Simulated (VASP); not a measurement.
YS, 2 atoms in the cell. It takes space group Fm-3m (No. 225, cubic). Conventional cell: a = 5.487 Å, b = 5.487 Å, c = 5.487 Å, α = 90.00°, β = 90.00°, γ = 90.00°. Y (site symmetry m-3m) has 6 S at 2.74 Å within 3.6 Å. S (site symmetry m-3m) has 6 Y at 2.74 Å within 3.6 Å. 

| Quantity | Value |
| --- | --- |
| Program | VASP 6.6.1 |
| Task | relaxation of cell and atoms |
| Functional | PBEsol |
| Potentials or basis | VASP PAW PBE potentials, release 64 (Y_sv, S) |
| Cutoff | 520 eV |
| k mesh | 10 × 10 × 10 |
| Occupations | gaussian, width 0.02 eV |
| Spin | no spin polarisation |
| Further INCAR settings | ALGO = Fast; EDIFF = 1e-07; IBRION = 2; EDIFFG = -0.002; NSW = 80; ISIF = 3 |

Potentials or basis: VASP PAW PBE potentials, release 64 (Y_sv, S).

Command:

```sh
$ cat potpaw_PBE.64/Y_sv/POTCAR potpaw_PBE.64/S/POTCAR > POTCAR
$ mpirun -np 1 vasp_std > vasp.out
```

Hardware: 1 thread of Intel(R) Xeon(R) Platinum 8375C CPU @ 2.90GHz (Ice Lake), on a shared host.

Q: How long does it take, and how much memory?

A: Wall time 5.4 min on 1 thread of Intel(R) Xeon(R) Platinum 8375C CPU @ 2.90GHz (Ice Lake) (shared host), peak memory 0.2 GiB. Counts: scf iterations 89, k points 47, ion steps 15.
